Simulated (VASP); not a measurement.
Runs of VASP 6.6.1 on CsMg2Br2. The structure is that of space group P6/mmm (No. 191), or close to it. The cells are those of the table. 

```tsv
task	cell	k mesh	cutoff (eV)	gap on the mesh (eV)	pressure (GPa)	relaxed volume (Å³/atom)
relaxation of cell and atoms	relaxed from a = 6.858, b = 6.858, c = 5.413 Å, angles 90.0, 90.0, 120.0°, 5 atoms	6 × 6 × 8	600	none	0.0	44.07
single point	a = 6.863, b = 6.863, c = 5.410 Å, angles 90.0, 90.0, 120.0°, 5 atoms	6 × 6 × 8	520	none	0.0	-
relaxation of cell and atoms	relaxed from a = 5.934, b = 5.934, c = 5.221 Å, angles 90.0, 90.0, 120.0°, 5 atoms	3 × 3 × 4	600	none	0.1	(a)
single point	a = 6.858, b = 6.858, c = 5.413 Å, angles 90.0, 90.0, 120.0°, 5 atoms	3 × 3 × 4	520	none	0.0	-
single point	a = 5.934, b = 5.934, c = 5.221 Å, angles 90.0, 90.0, 120.0°, 5 atoms	3 × 3 × 4	520	none	5.1	-
```

Alike in all rows: level PBE; potentials or basis VASP PAW PBE potentials, release 64 (Cs_sv, Mg, Br); no spin polarisation; smearing gaussian 0.1 eV.

Estimate the missing entries.

(a) 44.01.

Caveats: some runs use coarse meshes; spin-orbit coupling is left out, which moves the levels of the heavy elements; an odd number of electrons without spin polarisation forces a metal; a magnetic or distorted state may lie lower; the volume moved by over 15 % at a fixed basis, so the end points are rough (some runs).

A k mesh can miss the band edges, and the runs leave out spin-orbit coupling on Br, Cs.

A gap of «none» marks levels without a gap at the run's occupations.
